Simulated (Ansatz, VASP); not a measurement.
# Zr3SnO8 in VASP and in Ansatz

Contents of INCAR:

```
SYSTEM = Zr3SnO8
  ALGO = Normal
  EDIFF = 1E-7
  ENCUT = 520
  GGA = PE
  ISIF = 2
  ISMEAR = -1
  LASPH = .TRUE.
  LCHARG = .FALSE.
  LREAL = .FALSE.
  LWAVE = .FALSE.
  NBANDS = 61
  NELM = 100
  PREC = Accurate
  SIGMA = 0.02
```

The input KPOINTS:

```
k-points
0
G
  6 6 4
  0 0 0
```

Contents of POSCAR:

```
Zr3SnO8
1.0
    3.4156116039     -3.4359306639      0.0000000000
    3.4156116039      3.4359306639      0.0000000000
    0.0000000000      0.0000000000      6.4894971497
Sn Zr O
1 3 8
Direct
    0.5000000000      0.5000000000      0.0000000000
    0.0000000000      0.0000000000      0.7512738468
    0.5000000000      0.5000000000      0.5000000000
    0.0000000000      0.0000000000      0.2487261532
    0.1973704825      0.1973704825      0.0000000000
    0.8026295175      0.8026295175      0.0000000000
    0.6937218247      0.3062781753      0.7536372964
    0.3062781753      0.6937218247      0.7536372964
    0.1937581546      0.1937581546      0.5000000000
    0.8062418454      0.8062418454      0.5000000000
    0.6937218247      0.3062781753      0.2463627036
    0.3062781753      0.6937218247      0.2463627036
```

Input for Ansatz:

```yaml
crystal:
  lattice:
    - [3.4156116039, -3.4359306639, 0.0]
    - [3.4156116039, 3.4359306639, 0.0]
    - [0.0, 0.0, 6.4894971497]
  atoms:
    - { symbol: Sn, position: [0.5, 0.5, 0.0] }
    - { symbol: Zr, position: [0.0, 0.0, 0.7512738468] }
    - { symbol: O, position: [0.1973704825, 0.1973704825, 0.0] }
    - { symbol: O, position: [0.8026295175, 0.8026295175, 0.0] }
    - { symbol: O, position: [0.6937218247, 0.3062781753, 0.7536372964] }
    - { symbol: O, position: [0.3062781753, 0.6937218247, 0.7536372964] }
    - { symbol: Zr, position: [0.5, 0.5, 0.5] }
    - { symbol: Zr, position: [0.0, 0.0, 0.2487261532] }
    - { symbol: O, position: [0.1937581546, 0.1937581546, 0.5] }
    - { symbol: O, position: [0.8062418454, 0.8062418454, 0.5] }
    - { symbol: O, position: [0.6937218247, 0.3062781753, 0.2463627036] }
    - { symbol: O, position: [0.3062781753, 0.6937218247, 0.2463627036] }
kpoints:
  mp_grid: { grid: [6, 6, 4] }
  band_path:
    path:
      - [[0.0, 0.0, 0.0], [-0.5, 0.5, 2.339802374608e-35], [-0.4970518934205, 0.5029481065795, 2.249609126457e-35]]
      - [[0.4970518934205, 0.4970518934205, -1.520661602919e-34], [0.0, 0.0, 0.0], [-1.470480463607e-51, 1.568842270413e-51, 0.5], [0.4970518934205, 0.4970518934205, 0.5]]
      - [[-0.4970518934205, 0.5029481065795, 0.5], [-0.5, 0.5, 0.5], [-0.5, 0.5, 2.339802374608e-35]]
      - [[0.0, 0.0, 0.0], [1.061112426818e-17, 0.5, -6.478503451365e-35], [1.061112426818e-17, 0.5, 0.5], [-1.470480463607e-51, 1.568842270413e-51, 0.5], [-0.5, 0.5, 0.5]]
    npoints: 10
hamiltonian:
  xc: pbe
scf:
  occupations: { method: fermi_dirac, width: 0.02 }
  n_extra_bands: 7
output:
  forces: true
  stress: true
  eigenvalues: true
```

Alike in both runs: task single point; functional PBE; k mesh 6 × 6 × 4; occupations fermi-dirac, width 0.02 eV; no spin polarisation.

|  | VASP | Ansatz |
| --- | --- | --- |
| version | VASP 6.6.1 | Ansatz 0.2.0 |
| potentials or method | VASP PAW PBE potentials, release 64 (Sn_d, Zr_sv, O) | plane waves, PAW |
| plane-wave cutoff (eV) | 520 | 420 |
| valence electrons in the cell | 98 | 98 |

```csv
,VASP,Ansatz,Ansatz less VASP
gap on the k mesh at the Fermi level (eV),2.75,2.76,+0.012
pressure (GPa),4.6,4.2,-0.38
rms of the force components (eV/Å),0.098,0.089,-0.0086
```
